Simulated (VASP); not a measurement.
# ZnSe (F-43m) in VASP: notebook

Runs on ZnSe. Level: PBEsol. Tasks: single point, relaxation of cell and atoms.

Everything below comes from runs of VASP 6.6.1. Logs are shortened: lines on timing, memory, paths and dates and some standing lists are left out, and cuts for length are marked.

### 1 The cell of the first run

Symmetry: F-43m, No. 216, cubic system. The conventional cell has a = 5.490 Å, b = 5.490 Å, c = 5.490 Å, α = 90.00°, β = 90.00°, γ = 90.00°. Within 3.1 Å of Zn (site symmetry -43m) lie 4 Se at 2.38 Å. Se (site symmetry -43m) has 4 Zn at 2.38 Å within 3.1 Å.

### 2 Single point, PBEsol

INCAR reads:

```
SYSTEM = ZnSe
PREC = Accurate
ENCUT = 520
EDIFF = 1E-6
ISMEAR = 0
SIGMA = 0.01
LREAL = .FALSE.
LASPH = .TRUE.
NELM = 60
ALGO = Normal
ISIF = 2
LWAVE = .FALSE.
LCHARG = .FALSE.
GGA = PS
NBANDS = 16
```

KPOINTS reads:

```
regular mesh
0
G
  8 8 8
  0 0 0
```

POSCAR reads:

```
ZnSe
1.0
    0.0000000000      2.7451712527      2.7451712527
    2.7451712527      0.0000000000      2.7451712527
    2.7451712527      2.7451712527      0.0000000000
Zn Se
1 1
Direct
    0.0000000000      0.0000000000      0.0000000000
    0.7500000000      0.7500000000      0.7500000000
```

Potentials or basis: VASP PAW PBE potentials, release 64 (Zn, Se).

Launch:

```sh
$ cat potpaw_PBE.64/Zn/POTCAR potpaw_PBE.64/Se/POTCAR > POTCAR
$ mpirun -np 1 vasp_std > vasp.out
```

OUTCAR:

```text
SYSTEM = ZnSe
   PREC = Accurate
   ENCUT = 520
   EDIFF = 1E-6
   ISMEAR = 0
   LREAL = .FALSE.
   LASPH = .TRUE.
   NELM = 60
   ISIF = 2
   GGA = PS

 ion  position               nearest neighbor table
   1  0.000  0.000  0.000-   2 2.38   2 2.38   2 2.38   2 2.38
   2  0.750  0.750  0.750-   1 2.38   1 2.38   1 2.38   1 2.38

  LATTYP: Found a face centered cubic cell.
 ALAT       =     5.4903425054

  Lattice vectors:

 A1 = (   0.0000000000,   2.7451712527,   2.7451712527)
 A2 = (   2.7451712527,   0.0000000000,   2.7451712527)
 A3 = (   2.7451712527,   2.7451712527,   0.0000000000)

Analysis of symmetry for initial positions (statically):
=====================================================================
 Subroutine PRICEL returns:
 Original cell was already a primitive cell.

 Routine SETGRP: Setting up the symmetry group for a
 face centered cubic supercell.

 Subroutine GETGRP returns: Found 24 space group operations
 (whereof 24 operations were pure point group operations)
 out of a pool of 48 trial point group operations.

The static configuration has the point symmetry T_d .

Analysis of symmetry for dynamics (positions and initial velocities):
=====================================================================
 Subroutine PRICEL returns:
 Original cell was already a primitive cell.

 Routine SETGRP: Setting up the symmetry group for a
 face centered cubic supercell.

 Subroutine GETGRP returns: Found 24 space group operations
 (whereof 24 operations were pure point group operations)
 out of a pool of 48 trial point group operations.

The dynamic configuration has the point symmetry T_d .

 Subroutine INISYM returns: Found 24 space group operations
 (whereof 24 operations are pure point group operations),
 and found     1 'primitive' translations

----------------------------------------------------------------------------------------

                                     Primitive cell

  volume of cell :      41.3750

  direct lattice vectors                    reciprocal lattice vectors
     0.000000000  2.745171253  2.745171253    -0.182137999  0.182137999  0.182137999
     2.745171253  0.000000000  2.745171253     0.182137999 -0.182137999  0.182137999
     2.745171253  2.745171253  0.000000000     0.182137999  0.182137999 -0.182137999

  length of vectors
     3.882258417  3.882258417  3.882258417     0.315472269  0.315472269  0.315472269

  position of ions in fractional coordinates (direct lattice)
     0.000000000  0.000000000  0.000000000
     0.750000000  0.750000000  0.750000000

  ion indices of the primitive-cell ions
   primitive index   ion index
                 1           1
                 2           2

----------------------------------------------------------------------------------------

 KPOINTS: regular mesh

Automatic generation of k-mesh.
 Grid dimensions read from file:
 generate k-points for:    8    8    8

 Generating k-lattice:

  Cartesian coordinates                     Fractional coordinates (reciprocal lattice)
    -0.022767250  0.022767250  0.022767250     0.125000000  0.000000000  0.000000000
     0.022767250 -0.022767250  0.022767250     0.000000000  0.125000000  0.000000000
     0.022767250  0.022767250 -0.022767250     0.000000000  0.000000000  0.125000000

  Length of vectors
     0.039434034  0.039434034  0.039434034

  Shift w.r.t. Gamma in fractional coordinates (k-lattice)
     0.000000000  0.000000000  0.000000000

 Subroutine IBZKPT returns following result:
 ===========================================

 Found     29 irreducible k-points:

 Following reciprocal coordinates:
            Coordinates               Weight
  0.000000  0.000000  0.000000      1.000000
  0.125000  0.000000  0.000000      8.000000
  0.250000  0.000000  0.000000      8.000000
  0.375000  0.000000  0.000000      8.000000
  0.500000  0.000000  0.000000      4.000000
  0.125000  0.125000  0.000000      6.000000
[... 16 lines left out ...]
  0.500000  0.250000  0.125000     48.000000
 -0.375000  0.250000  0.125000     24.000000
 [... further k-points ...]
   k-points           NKPTS =     29   k-points in BZ     NKDIM =     29   number of bands    NBANDS=     16
   number of dos      NEDOS =    301   number of ions     NIONS =      2
   total plane-waves  NPLWV =  27000
   dimension x,y,z NGX =    30 NGY =   30 NGZ =   30
   dimension x,y,z NGXF=    60 NGYF=   60 NGZF=   60
   ions per type =               1   1
   NGX,Y,Z   is equivalent  to a cutoff of  12.85, 12.85, 12.85 a.u.
   NGXF,Y,Z  is equivalent  to a cutoff of  25.69, 25.69, 25.69 a.u.
 SYSTEM =  ZnSe
   PREC   = accura    normal or accurate (medium, high low for compatibility)
   ISTART =      0    job   : 0-new  1-cont  2-samecut
   ICHARG =      2    charge: 1-file 2-atom 10-const
   ISPIN  =      1    spin polarized calculation?
   LNONCOLLINEAR =      F non collinear calculations
   LSORBIT =      F    spin-orbit coupling
   LASPH  =      T    aspherical Exc in radial PAW
   ENCUT  =  520.0 eV  38.22 Ry    6.18 a.u.   7.22  7.22  7.22*2*pi/ulx,y,z
   NELM   =     60;   NELMIN=  2; NELMDL= -5     # of ELM steps
   EDIFF  = 0.1E-05   stopping-criterion for ELM
   LREAL  =      F    real-space projection
   EDIFFG = 0.1E-04   stopping-criterion for IOM
   NSW    =      0    number of steps for IOM
   IBRION =     -1    ionic relax: 0-MD 1-quasi-New 2-CG
   NFREE  =      0    steps in history (QN), initial steepest desc. (CG)
   ISIF   =      2    stress and relaxation
   ISYM   =      2    0-nonsym 1-usesym 2-fastsym
   POTIM  = 0.5000    time-step for ionic-motion
   TEBEG  =    0.0;   TEEND  =   0.0 temperature during run
   PSTRESS=    0.0 pullay stress
   NELECT =      18.0000    total number of electrons
   NUPDOWN=      -1.0000    fix difference up-down
   EMIN   =  10.00;   EMAX   =-10.00  energy-range for DOS
   EFERMI =   0.00;   METHOD = LEGACY
   ISMEAR =     0;   SIGMA  =   0.01  broadening in eV -4-tet -1-fermi 0-gaus
   EFERMI_NEDOS =   21; number of points for ismear=-14 and -15
   IALGO  =     38    algorithm
   IMIX   =      4    mixing-type and parameters
     AMIX     =   0.40;   BMIX     =  1.00
     AMIX_MAG =   1.60;   BMIX_MAG =  1.00
  volume/ion in A,a.u.               =      20.69       139.61
  Fermi-wavevector in a.u.,A,eV,Ry     =   1.240470  2.344148 20.936176  1.538766
  Thomas-Fermi vector in A             =   2.374909
   LORBIT       =      0    0 simple, 1 ext, 2 COOP (PROOUT), +10 PAW based schemes
   GGA     = PS    functional components
   LHFCALC =     F    Hartree Fock is set to
   AEXX    =    0.0000 exact exchange contribution
   IVDW    =     0    specifies the selected vdW correction
   LEPSILON=     F    determine dielectric tensor
   LRPA    =     F    only Hartree local field effects (RPA)
 non-spin polarized calculation
 Gauss-broadening in eV      SIGMA  =   0.01
  energy-cutoff  :      520.00
  volume of cell :       41.38
 maximum number of plane-waves:      1139
 NGX is ok and might be reduce to    30
   NGX = 15   NGY = 15   NGZ = 15

 number of electron      17.9999998 magnetization

 Free energy of the ion-electron system (eV)
  ---------------------------------------------------
  ext. energy  EPLUGINS =         0.00000000
  ---------------------------------------------------
  free energy    TOTEN  =        -6.70871084 eV

  energy without entropy =       -6.70871084  energy(sigma->0) =       -6.70871084

 E-fermi :   2.4292     XC(G=0):  -9.9667

 val. band max:        2.3540168483   @ k =   0.0000   0.0000   0.0000
 cond. band min:       3.9167904543   @ k =   0.0000   0.0000   0.0000
 fundamental gap:      1.5627736059
 Fermi energy:         2.4292167093

 k-point     1 :       0.0000    0.0000    0.0000
  band No.  band energies     occupation
      1     -11.5969      2.00000
      2      -4.6038      2.00000
      3      -4.6038      2.00000
      4      -4.6038      2.00000
      5      -4.1396      2.00000
      6      -4.1396      2.00000
[... 8 lines left out ...]
     15      13.9799      0.00000
     16      13.9799      0.00000

 k-point     2 :       0.1250    0.0000    0.0000
  band No.  band energies     occupation
      1     -11.4757      2.00000
      2      -4.6051      2.00000
      3      -4.5842      2.00000
      4      -4.5842      2.00000
      5      -4.1417      2.00000
      6      -4.1417      2.00000
[... 8 lines left out ...]
     15      13.0711      0.00000
     16      13.3385      0.00000

 k-point     3 :       0.2500    0.0000    0.0000
  band No.  band energies     occupation
      1     -11.1574      2.00000
      2      -4.5668      2.00000
      3      -4.5413      2.00000
      4      -4.5413      2.00000
      5      -4.1402      2.00000
      6      -4.1402      2.00000
[... 8 lines left out ...]
     15      12.8275      0.00000
     16      13.0422      0.00000

 k-point     4 :       0.3750    0.0000    0.0000
  band No.  band energies     occupation
      1     -10.7923      2.00000
      2      -4.5075      2.00000
      3      -4.5075      2.00000
      4      -4.3661      2.00000
      5      -4.1262      2.00000
      6      -4.1262      2.00000
[... 8 lines left out ...]
     15      14.0832      0.00000
     16      14.0832      0.00000
[... 324 lines left out ...]
 k-point    22 :       0.3750    0.2500    0.1250
  band No.  band energies     occupation
      1     -10.9061      2.00000
      2      -4.5924      2.00000
      3      -4.4815      2.00000
      4      -4.4567      2.00000
      5      -4.1617      2.00000
      6      -4.1082      2.00000
[... 8 lines left out ...]
     15      14.8844      0.00000
     16      16.1958      0.00000

 k-point    23 :       0.5000    0.2500    0.1250
  band No.  band energies     occupation
      1     -10.5989      2.00000
      2      -4.5060      2.00000
      3      -4.4538      2.00000
      4      -4.3241      2.00000
      5      -4.1274      2.00000
      6      -4.0738      2.00000
[... 8 lines left out ...]
     15      15.2804      0.00000
     16      16.3236      0.00000

 k-point    24 :      -0.3750    0.2500    0.1250
  band No.  band energies     occupation
      1     -10.4600      2.00000
      2      -4.4894      2.00000
      3      -4.4334      2.00000
      4      -4.1943      2.00000
      5      -4.1332      2.00000
      6      -3.8841      2.00000
[... 8 lines left out ...]
     15      15.3045      0.00000
     16      16.2732      0.00000

 [... further k-points ...]
[... 5 lines left out ...]
  --------------------------------------------------------------------------------------
  -------------------------------------------------------------------------------------
  Total        1.6364399      1.6364399      1.6364399      0.0000000      0.0000000     -0.0000000
  in kB       63.3683391     63.3683391     63.3683391      0.0000000      0.0000000     -0.0000000
  external PRESSURE =      63.3683391 kB  Pullay stress =       0.0000000 kB

 VOLUME and BASIS-vectors are now :
 -----------------------------------------------------------------------------
  energy-cutoff  :      520.00
  volume of cell :       41.38
      direct lattice vectors                 reciprocal lattice vectors
     0.000000000  2.745171253  2.745171253    -0.182137999  0.182137999  0.182137999
     2.745171253  0.000000000  2.745171253     0.182137999 -0.182137999  0.182137999
     2.745171253  2.745171253  0.000000000     0.182137999  0.182137999 -0.182137999

 POSITION                                       TOTAL-FORCE (eV/Angst)
 -----------------------------------------------------------------------------------
      0.00000      0.00000      0.00000         0.000000      0.000000      0.000000
      4.11776      4.11776      4.11776        -0.000000     -0.000000     -0.000000
 -----------------------------------------------------------------------------------
    total drift:                               -0.000000     -0.000000     -0.000000

  FREE ENERGIE OF THE ION-ELECTRON SYSTEM (eV)
  ---------------------------------------------------
  free  energy   TOTEN  =        -6.7087108412 eV

  energy  without entropy=       -6.7087108412  energy(sigma->0) =       -6.70871084
```

It took 29 s on 1 thread of Intel Xeon 8259CL, shared host; peak memory 0.17 GiB.

What came out:

```
Free energy            : -6.7087 eV
Pressure               : 6.3 GPa
Band gap on the k mesh : 1.56 eV
```

Levels at points of the mesh, in eV from the valence-band top:
| k point | band 5 | band 6 | band 7 | band 8 | band 9 | band 10 | band 11 | band 12 | band 13 | band 14 |
| --- | --- | --- | --- | --- | --- | --- | --- | --- | --- | --- |
| (0.00, 0.00, 0.00) | -6.49 | -6.49 | 0.00 | 0.00 | 0.00 | 1.56 | 5.68 | 5.68 | 5.68 | 10.10 |
| (0.50, 0.00, 0.00) | -6.47 | -6.30 | -5.93 | -1.03 | -1.03 | 2.60 | 6.27 | 6.27 | 8.61 | 11.33 |
| (0.50, 0.50, 0.00) | -6.43 | -6.28 | -5.22 | -2.58 | -2.58 | 2.60 | 3.33 | 11.35 | 11.84 | 11.84 |

Caveat: the cell stands under pressure; the PAW data sets were made with another functional, which shifts forces and pressure a little.

### 3 Relaxation of cell and atoms, PBEsol, target pressure 6 GPa, at which the enthalpy is minimised

This run uses another cell than the first one, of 22.34 Å³/atom.

INCAR reads:

```
PREC = Accurate
ENCUT = 600
EDIFF = 1E-6
ISMEAR = 0
SIGMA = 0.01
LREAL = F
LASPH = T
NELM = 60
ALGO = Normal
ISIF = 3
LWAVE = F
LCHARG = F
GGA = PS
IBRION = 2
NSW = 80
EDIFFG = -0.001
PSTRESS = 60.0
```

KPOINTS reads:

```
Automatic mesh
0
Gamma
  8 8 8
```

POSCAR reads:

```
ZnSe
1.0
    0.0000000000      2.8166002289      2.8166002289
    2.8166002289      0.0000000000      2.8166002289
    2.8166002289      2.8166002289      0.0000000000
Zn Se
1 1
Direct
    0.0000000000      0.0000000000      0.0000000000
    0.7500000000      0.7500000000      0.7500000000
```

Potentials or basis: VASP PAW PBE potentials, release 64 (Zn, Se).

Launch:

```sh
$ cat potpaw_PBE.64/Zn/POTCAR potpaw_PBE.64/Se/POTCAR > POTCAR
$ mpirun -np 1 vasp_std > vasp.out
```

It took 69 s on 1 thread of Intel Xeon 8259CL, shared host; peak memory 0.2 GiB.

It converged, with:

```
Free energy                                                : -6.7154 eV
Relaxed volume                                             : 20.77 Å³/atom
Relaxed cell                                               : a = 3.887 Å, b = 3.887 Å, c = 3.887 Å, α = 60.00°, β = 60.00°, γ = 60.00°
Space group after relaxing (to 0.1 Å)                      : F-43m (No. 216)
Energy change on relaxing (the run minimises the enthalpy) : +28.8 meV/atom
Ionic steps                                                : 5
Pressure after relaxing                                    : 6.0 GPa
Band gap on the k mesh                                     : 1.55 eV
```

The path:
| step | energy change (eV) | largest force (eV/Å) | pressure (GPa) | volume (Å³) |
| --- | --- | --- | --- | --- |
| 1 | 0.0000 | 0.0000 | 0.25 | 44.69 |
| 2 | 0.1508 | 0.0000 | 10.41 | 39.70 |
| 3 | 0.0576 | 0.0000 | 5.99 | 41.53 |
| 4 | 0.0599 | 0.0000 | 6.08 | 41.47 |
| 5 | 0.0576 | 0.0000 | 6.00 | 41.53 |

Final structure:
```yaml
crystal:
  lattice:
    - [0.00000, 2.74868, 2.74868]
    - [2.74868, 0.00000, 2.74868]
    - [2.74868, 2.74868, 0.00000]
  atoms:
    - { symbol: Zn, position: [0.00000, 0.00000, 0.00000] }
    - { symbol: Se, position: [0.75000, 0.75000, 0.75000] }
```

Levels at points of the mesh, in eV from the valence-band top:
```tsv
k point	band 6	band 7	band 8	band 9	band 10	band 11	band 12	band 13
(0.00, 0.00, 0.00)	-6.48	0.00	0.00	0.00	1.55	5.69	5.69	5.69
(0.50, 0.00, 0.00)	-6.29	-5.91	-1.02	-1.02	2.60	6.27	6.27	8.61
(0.50, 0.50, 0.00)	-6.27	-5.20	-2.56	-2.56	2.61	3.33	11.32	11.81
```

Caveat: the cell is relaxed towards a set pressure, so the run minimises the enthalpy, not the energy; the PAW data sets were made with another functional, which shifts forces and pressure a little.
